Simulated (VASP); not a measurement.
Crystal: ZnS.

```
CELL_PARAMETERS angstrom
0.00000 2.80000 2.80000
2.80000 0.00000 2.80000
2.80000 2.80000 0.00000
ATOMIC_POSITIONS crystal
Zn 0.00000 0.00000 0.00000
S 0.25000 0.25000 0.25000
```

* Program: VASP 6.6.1
* Task: relaxation of cell and atoms
* Functional: PBE
* Potentials or basis: VASP PAW PBE potentials, release 64 (Zn, S)
* Cutoff: 500 eV
* k mesh: 7 × 7 × 7
* Occupations: methfessel-paxton, width 0.02 eV
* Spin: no spin polarisation

At the start: pressure -4.8 GPa; volume 21.95 Å³/atom.

Problem. Where does the relaxation end?

Solution. Over 3 steps the energy falls by 28.1 meV/atom and the volume is 20.20 Å³/atom (-8.0 %); space group F-43m (No. 216, to 0.1 Å) before and after.

The path:
| step | energy change (eV) | largest force (eV/Å) | pressure (GPa) | volume (Å³) |
| --- | --- | --- | --- | --- |
| 1 | 0.0000 | 0.0000 | -4.79 | 43.90 |
| 2 | -0.0546 | 0.0000 | 0.99 | 39.86 |
| 3 | -0.0563 | 0.0000 | 0.01 | 40.41 |

Final structure:
```
Zn S
1.0
     0.00000    2.72363    2.72363
     2.72363    0.00000    2.72363
     2.72363    2.72363    0.00000
Zn S
1 1
Direct
  0.00000 0.00000 0.00000
  0.25000 0.25000 0.25000
```
